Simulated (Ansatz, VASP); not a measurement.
One calculation of W3Au, two programs

```
W Au
1.0
     4.01974    0.00000    0.00000
     0.00000    4.01974    0.00000
     0.00000    0.00000    4.01974
W Au
3 1
Direct
  0.00000 0.50000 0.50000
  0.50000 0.00000 0.50000
  0.50000 0.50000 0.00000
  0.00000 0.00000 0.00000
```

Alike in both runs: task relaxation of cell and atoms; functional PBE; k mesh 12 × 12 × 12; occupations gaussian, width 0.1 eV; no spin polarisation.

```csv
,VASP,Ansatz
version,VASP 6.6.1,Ansatz 0.2.0
potentials or method,"VASP PAW PBE potentials, release 64 (W_sv, Au), cutoff 600 eV","scalar-relativistic, plane waves, PAW"
valence electrons in the cell,53,61
```

VASP gave:

```
gap on the k mesh at the Fermi level, each at its own relaxed structure (eV)  : none
relaxed volume (Å³/atom)                                                      : 16.22
relaxed length of the cell vector where the two differ most in proportion (Å) : 4.018
```

Q: Which values does Ansatz return?

A: gap on the k mesh at the Fermi level, each at its own relaxed structure (eV): none; relaxed volume (Å³/atom): 16.20; relaxed length of the cell vector where the two differ most in proportion (Å): 4.017.

A gap of «none» marks a metal or a gap that the smearing closes. VASP's potentials hold 53 valence electrons a cell and Ansatz's 61, so a difference there can come from the potentials and not from the codes.

Spin-orbit coupling is off throughout.
